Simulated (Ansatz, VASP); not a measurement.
## One calculation of Cd2Fe, two programs

The input INCAR:

```
SYSTEM = Cd2Fe
ALGO = Normal
EDIFF = 1E-6
ENCUT = 520
GGA = PE
ISIF = 2
ISMEAR = 0
ISPIN = 2
LASPH = .TRUE.
LCHARG = .FALSE.
LMAXMIX = 4
LORBIT = 11
LREAL = .FALSE.
LWAVE = .FALSE.
MAGMOM = 0 0 0 0 4 4
NBANDS = 45
NELM = 150
PREC = Accurate
SIGMA = 0.1
```

Contents of KPOINTS:

```
k-points
0
G
  4 4 4
  0 0 0
```

POSCAR

```
Cd2Fe
1.0
    0.0000000000      3.8955060706      3.8955060706
    3.8955060706      0.0000000000      3.8955060706
    3.8955060706      3.8955060706      0.0000000000
Cd Fe
4 2
Direct
    0.6250000000      0.6250000000      0.6250000000
    0.1250000000      0.6250000000      0.6250000000
    0.6250000000      0.6250000000      0.1250000000
    0.6250000000      0.1250000000      0.6250000000
    0.0000000000      0.0000000000      0.0000000000
    0.2500000000      0.2500000000      0.2500000000
```

Input for Ansatz:

```yaml
crystal:
  lattice:
    - [0.0, 3.8955060706, 3.8955060706]
    - [3.8955060706, 0.0, 3.8955060706]
    - [3.8955060706, 3.8955060706, 0.0]
  atoms:
    - { symbol: Cd, position: [0.625, 0.625, 0.625] }
    - { symbol: Cd, position: [0.125, 0.625, 0.625] }
    - { symbol: Cd, position: [0.625, 0.625, 0.125] }
    - { symbol: Cd, position: [0.625, 0.125, 0.625] }
    - { symbol: Fe, position: [0.0, 0.0, 0.0], spin: 4.0 }
    - { symbol: Fe, position: [0.25, 0.25, 0.25], spin: 4.0 }
basis:
  ecutwfc: 420
kpoints:
  mp_grid: { grid: [4, 4, 4] }
hamiltonian:
  xc: pbe
scf:
  occupations: { method: gaussian, width: 0.1 }
  lower_state_search: "off"
output:
  forces: true
  stress: true
  eigenvalues: true
  populations: true
magnetization:
  spin_polarized: true
```

Alike in both runs: task single point; functional PBE; k mesh 4 × 4 × 4; occupations gaussian, width 0.1 eV; collinear spin.

```csv
,VASP,Ansatz
version,VASP 6.6.1,Ansatz 0.2.0
potentials or method,"VASP PAW PBE potentials, release 64 (Cd, Fe), cutoff 520 eV","scalar-relativistic, plane waves, PAW"
valence electrons in the cell,64,112
```

```csv
,VASP,Ansatz,Ansatz less VASP
gap on the k mesh at the Fermi level (eV),none,none,-
pressure (GPa),0.2,-0.4,-0.61
net moment per atom (μB),0.98,0.99,+0.004
size of the moment on the site where the two differ most (μB),3.04,3.12,+0.081
```

Site moments also hang on the region over which each program counts them. A gap of «none» marks a metal or a gap that the smearing closes. VASP's potentials hold 64 valence electrons a cell and Ansatz's 112, so a difference there can come from the potentials and not from the codes.
